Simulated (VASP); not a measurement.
# K3Ba (Fm-3m) in VASP: notebook, part 2 of 2

VASP 6.6.1. The steps go on from the part before.

## (3) Relaxation of volume and atoms at fixed shape, LDA

This run uses another cell than the first one, of 72.09 Å³/atom, 1.150 times its volume.

Input file INCAR:

```
ALGO = Normal ; EDIFF = 1E-6
EDIFFG = -0.01 ; ENCUT = 600
IBRION = 2 ; ISIF = 8
ISMEAR = 1 ; LASPH = T
LCHARG = F ; LREAL = F
LWAVE = F ; NELM = 60
NSW = 80 ; PREC = Accurate
SIGMA = 0.1
```

Input file KPOINTS:

```
k-points
0
Gamma
  4 4 4
```

Input file POSCAR:

```
K3Ba
1.0
    0.0000000000      5.2436290000      5.2436290000
    5.2436290000      0.0000000000      5.2436290000
    5.2436290000      5.2436290000      0.0000000000
K Ba
3 1
Direct
    0.2500000000      0.2500000000      0.2500000000
    0.7500000000      0.7500000000      0.7500000000
    0.5000000000      0.5000000000      0.5000000000
    0.0000000000      0.0000000000      0.0000000000
```

Potentials or basis: VASP PAW LDA potentials, release 64 (K_sv, Ba_sv).

On the command line:

```
> cat potpaw_LDA.64/K_sv/POTCAR potpaw_LDA.64/Ba_sv/POTCAR > POTCAR
> mpirun -np 1 vasp_std > vasp.out
```

OUTCAR:

```text
EDIFF = 1E-6
   EDIFFG = -0.01
   ENCUT = 600
   IBRION = 2
   ISIF = 8
   ISMEAR = 1
   LASPH = T
   LREAL = F
   NELM = 60
   NSW = 80
   PREC = Accurate

 ion  position               nearest neighbor table
   1  0.250  0.250  0.250-
   2  0.750  0.750  0.750-
   3  0.500  0.500  0.500-
   4  0.000  0.000  0.000-

  LATTYP: Found a face centered cubic cell.
 ALAT       =    10.4872580000

  Lattice vectors:

 A1 = (   0.0000000000,   5.2436290000,   5.2436290000)
 A2 = (   5.2436290000,   0.0000000000,   5.2436290000)
 A3 = (   5.2436290000,   5.2436290000,   0.0000000000)

Analysis of symmetry for initial positions (statically):
=====================================================================
 Subroutine PRICEL returns:
 Original cell was already a primitive cell.

 Routine SETGRP: Setting up the symmetry group for a
 face centered cubic supercell.

 Subroutine GETGRP returns: Found 48 space group operations
 (whereof 48 operations were pure point group operations)
 out of a pool of 48 trial point group operations.

The static configuration has the point symmetry O_h .

Analysis of symmetry for dynamics (positions and initial velocities):
=====================================================================
 Subroutine PRICEL returns:
 Original cell was already a primitive cell.

 Routine SETGRP: Setting up the symmetry group for a
 face centered cubic supercell.

 Subroutine GETGRP returns: Found 48 space group operations
 (whereof 48 operations were pure point group operations)
 out of a pool of 48 trial point group operations.

The dynamic configuration has the point symmetry O_h .

 Subroutine INISYM returns: Found 48 space group operations
 (whereof 48 operations are pure point group operations),
 and found     1 'primitive' translations

----------------------------------------------------------------------------------------
[... 87 lines left out ...]
   ISYM   =      2    0-nonsym 1-usesym 2-fastsym
   POTIM  = 0.5000    time-step for ionic-motion
   TEBEG  =    0.0;   TEEND  =   0.0 temperature during run
   PSTRESS=    0.0 pullay stress
   NELECT =      37.0000    total number of electrons
   NUPDOWN=      -1.0000    fix difference up-down
   EMIN   =  10.00;   EMAX   =-10.00  energy-range for DOS
   EFERMI =   0.00;   METHOD = LEGACY
   ISMEAR =     1;   SIGMA  =   0.10  broadening in eV -4-tet -1-fermi 0-gaus
   EFERMI_NEDOS =   21; number of points for ismear=-14 and -15
   IALGO  =     38    algorithm
   IMIX   =      4    mixing-type and parameters
     AMIX     =   0.40;   BMIX     =  1.00
     AMIX_MAG =   1.60;   BMIX_MAG =  1.00
  volume/ion in A,a.u.               =      72.09       486.48
  Fermi-wavevector in a.u.,A,eV,Ry     =   0.825721  1.560387  9.276664  0.681816
  Thomas-Fermi vector in A             =   1.937629
   LORBIT       =      0    0 simple, 1 ext, 2 COOP (PROOUT), +10 PAW based schemes
   GGA     = CA    functional components
   LHFCALC =     F    Hartree Fock is set to
   AEXX    =    0.0000 exact exchange contribution
   IVDW    =     0    specifies the selected vdW correction
   LEPSILON=     F    determine dielectric tensor
   LRPA    =     F    only Hartree local field effects (RPA)
 conjugate gradient relaxation of ions
 non-spin polarized calculation
 Methfessel and Paxton  Order N= 1 SIGMA  =   0.10
  energy-cutoff  :      600.00
  volume of cell :      288.35
 maximum number of plane-waves:      9646
   NGX = 29   NGY = 29   NGZ = 29

--------------------------------------- Ionic step        1  -------------------------------------------

 number of electron      36.9999998 magnetization

 Free energy of the ion-electron system (eV)
  ---------------------------------------------------
  ext. energy  EPLUGINS =         0.00000000
  ---------------------------------------------------
  free energy    TOTEN  =        -5.11085286 eV

  energy without entropy =       -5.10100561  energy(sigma->0) =       -5.10757044

------------------------ aborting loop because EDIFF is reached ----------------------------------------

  FORCE on cell =-STRESS in cart. coord.  units (eV):
  Direction    XX          YY          ZZ          XY          YZ          ZX
  --------------------------------------------------------------------------------------
  -------------------------------------------------------------------------------------
  Total       -1.1398230     -1.1398230     -1.1398230      0.0000000      0.0000000     -0.0000000
  in kB       -6.3331845     -6.3331845     -6.3331845      0.0000000      0.0000000     -0.0000000
  external PRESSURE =      -6.3331845 kB  Pullay stress =       0.0000000 kB
[... 101 lines left out ...]
--------------------------------------- Ionic step        4  -------------------------------------------

 number of electron      36.9999999 magnetization

 Free energy of the ion-electron system (eV)
  ---------------------------------------------------
  ext. energy  EPLUGINS =         0.00000000
  ---------------------------------------------------
  free energy    TOTEN  =        -5.19688447 eV

  energy without entropy =       -5.18843011  energy(sigma->0) =       -5.19406635

 E-fermi :   0.3786     XC(G=0):  -6.6937

 val. band max:        0.3538736184   @ k =   0.5000   0.2500   0.0000
 cond. band min:       0.3979550032   @ k =   0.5000   0.5000   0.0000
 fundamental gap:      0.0440813848
 Fermi energy:         0.3786475089

 k-point     1 :       0.0000    0.0000    0.0000
  band No.  band energies     occupation
      1     -30.9708      2.00000
      2     -30.9681      2.00000
      3     -30.9179      2.00000
      4     -29.2719      2.00000
      5     -14.7210      2.00000
      6     -14.7210      2.00000
[... 220 lines left out ...]
  FREE ENERGIE OF THE ION-ELECTRON SYSTEM (eV)
  ---------------------------------------------------
  free  energy   TOTEN  =        -5.1968844698 eV

  energy  without entropy=       -5.1884301137  energy(sigma->0) =       -5.19406635

 reached required accuracy - stopping structural energy minimisation
```

CONTCAR:

```text
K3Ba
   1.00000000000000
     0.0000000000000000    4.9899297426898235    4.9899297426898235
     4.9899297426898235    0.0000000000000000    4.9899297426898235
     4.9899297426898235    4.9899297426898235    0.0000000000000000
  K               Ba
     3     1
Direct
     0.2500000000000000    0.2500000000000000    0.2500000000000000
     0.7500000000000000    0.7500000000000000    0.7500000000000000
     0.5000000000000000    0.5000000000000000    0.5000000000000000
     0.0000000000000000    0.0000000000000000    1.0000000000000000

  0.00000000E+00  0.00000000E+00  0.00000000E+00
  0.00000000E+00  0.00000000E+00  0.00000000E+00
  0.00000000E+00  0.00000000E+00  0.00000000E+00
  0.00000000E+00  0.00000000E+00  0.00000000E+00
```

Run time: 4.7 min. Hardware: 1 thread of Intel Xeon 6975P-C, shared host; peak memory 0.39 GiB.

Results:

| Item | Value |
| --- | --- |
| Free energy | -5.1969 eV |
| Relaxed volume | 62.12 Å³/atom |
| Relaxed cell | a = 7.057 Å, b = 7.057 Å, c = 7.057 Å, α = 60.00°, β = 60.00°, γ = 60.00° |
| Space group after relaxing (to 0.05 Å) | Fm-3m (No. 225) |
| Energy gained by relaxing | 21.5 meV/atom |
| Ionic steps | 4 |
| Pressure after relaxing | 0.0 GPa |

Step by step:
```tsv
step	energy change (eV)	largest force (eV/Å)	pressure (GPa)	volume (Å³)
1	0.0000	0.0000	-0.63	288.35
2	-0.0412	0.0000	-0.49	276.62
3	-0.0823	0.0000	-0.16	256.81
4	-0.0860	0.0000	0.02	248.49
```

Final structure:
```
K Ba
1.0
     0.00000    4.98993    4.98993
     4.98993    0.00000    4.98993
     4.98993    4.98993    0.00000
K Ba
3 1
Cartesian
  2.4950 2.4950 2.4950
  7.4849 7.4849 7.4849
  4.9899 4.9899 4.9899
  4.9899 4.9899 0.0000
```

Levels at points of the mesh, in eV from the Fermi level:
| k point | band 15 | band 16 | band 17 | band 18 | band 19 | band 20 | band 21 | band 22 |
| --- | --- | --- | --- | --- | --- | --- | --- | --- |
| (0.00, 0.00, 0.00) | -14.80 | -14.80 | -2.50 | 0.52 | 0.52 | 0.52 | 0.58 | 0.58 |
| (0.50, 0.00, 0.00) | -14.79 | -14.79 | -1.35 | -0.98 | 0.44 | 0.44 | 0.83 | 1.16 |
| (0.50, 0.50, 0.00) | -14.79 | -14.79 | -0.96 | -0.61 | -0.24 | 0.02 | 0.98 | 0.98 |

Caveat: spin-orbit coupling is left out, which moves the levels of the heavy elements.
